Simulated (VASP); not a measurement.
GaGe:

```xyz
2
Lattice="0.0000 2.8978 2.8978 2.8978 0.0000 2.8978 2.8978 2.8978 0.0000" Properties=species:S:1:pos:R:3 pbc="T T T"
Ge    0.0000    0.0000    0.0000
Ga    1.4489    1.4489    1.4489
```

- Program: VASP 6.6.1
- Task: relaxation of cell and atoms
- Functional: BLYP
- Potentials or basis: VASP PAW PBE potentials, release 64 (Ge_d, Ga_d)
- Cutoff: 600 eV
- k mesh: 8 × 8 × 8
- Occupations: fermi-dirac, width 0.05 eV
- Spin: no spin polarisation

At the start: pressure 3.4 GPa; volume 24.33 Å³/atom.

Q: Where does the relaxation end?

A: Over 3 steps the energy falls by 19.0 meV/atom and the volume is 26.35 Å³/atom (+8.3 %); space group F-43m (No. 216, to 0.05 Å).

The path:
```tsv
step	energy change (eV)	largest force (eV/Å)	pressure (GPa)	volume (Å³)
1	0.0000	0.0000	3.41	48.67
2	-0.0381	0.0000	0.17	52.41
3	-0.0380	0.0000	0.00	52.70
```

Final structure:
```yaml
crystal:
  lattice:
    - [0.00000, 2.97565, 2.97565]
    - [2.97565, 0.00000, 2.97565]
    - [2.97565, 2.97565, 0.00000]
  atoms:
    - { symbol: Ge, position: [0.00000, 0.00000, 0.00000] }
    - { symbol: Ga, position: [0.25000, 0.25000, 0.25000] }
```

Caveat: the PAW data sets were made with another functional, which shifts forces and pressure a little.
